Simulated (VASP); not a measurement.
ZrO2:

```
CELL_PARAMETERS angstrom
3.59610 0.00000 0.00000
0.00000 3.59610 0.00000
0.00000 0.00000 5.17700
ATOMIC_POSITIONS crystal
Zr 0.00000 0.00000 0.00000
Zr 0.50000 0.50000 0.50000
O 0.00000 0.50000 0.20300
O 0.00000 0.50000 0.70300
O 0.50000 0.00000 0.29700
O 0.50000 0.00000 0.79700
```

| Item | Value |
| --- | --- |
| Program | VASP 6.6.1 |
| Task | relaxation of cell and atoms |
| Functional | LDA |
| Potentials or basis | VASP PAW LDA potentials, release 64 (Zr_sv, O) |
| Cutoff | 600 eV |
| k mesh | 10 × 10 × 6 |
| Occupations | fermi-dirac, width 0.08 eV |
| Spin | no spin polarisation |

At the start: pressure -7.0 GPa; volume 11.16 Å³/atom.

Question: How do energy, volume and symmetry change on relaxing?

Answer: Over 13 steps the energy falls by 7.7 meV/atom and the volume is 10.79 Å³/atom (-3.3 %); space group P4_2/nmc (No. 137, to 0.1 Å) before and after.

Step by step:
| step | energy change (eV) | largest force (eV/Å) | pressure (GPa) | volume (Å³) |
| --- | --- | --- | --- | --- |
| 1 | 0.0000 | 0.0488 | -6.98 | 66.95 |
| 2 | 0.0642 | 0.3308 | 12.53 | 62.35 |
| 3 | -0.0413 | 0.0884 | -0.13 | 65.13 |
| 4 | -0.0413 | 0.0912 | 0.02 | 65.10 |
| 5 | -0.0427 | 0.0789 | 0.02 | 65.04 |
| 6 | -0.0454 | 0.0437 | 0.08 | 64.88 |
| 7 | -0.0454 | 0.0160 | 0.29 | 64.56 |
| 8 | -0.0462 | 0.0099 | 0.19 | 64.71 |
| 9 | -0.0458 | 0.0248 | -0.75 | 64.92 |
| 10 | -0.0463 | 0.0030 | -0.17 | 64.79 |
| 11 | -0.0464 | 0.0007 | -0.11 | 64.77 |
| 12 | -0.0463 | 0.0003 | 0.24 | 64.69 |
| 13 | -0.0464 | 0.0005 | 0.00 | 64.75 |

Final structure:
```
Zr O
1.0
     3.55999    0.00000    0.00000
     0.00000    3.55999    0.00000
     0.00000    0.00000    5.10886
Zr O
2 4
Direct
  0.00000 0.00000 0.00000
  0.50000 0.50000 0.50000
  0.00000 0.50000 0.20842
  0.00000 0.50000 0.70842
  0.50000 0.00000 0.29158
  0.50000 0.00000 0.79158
```
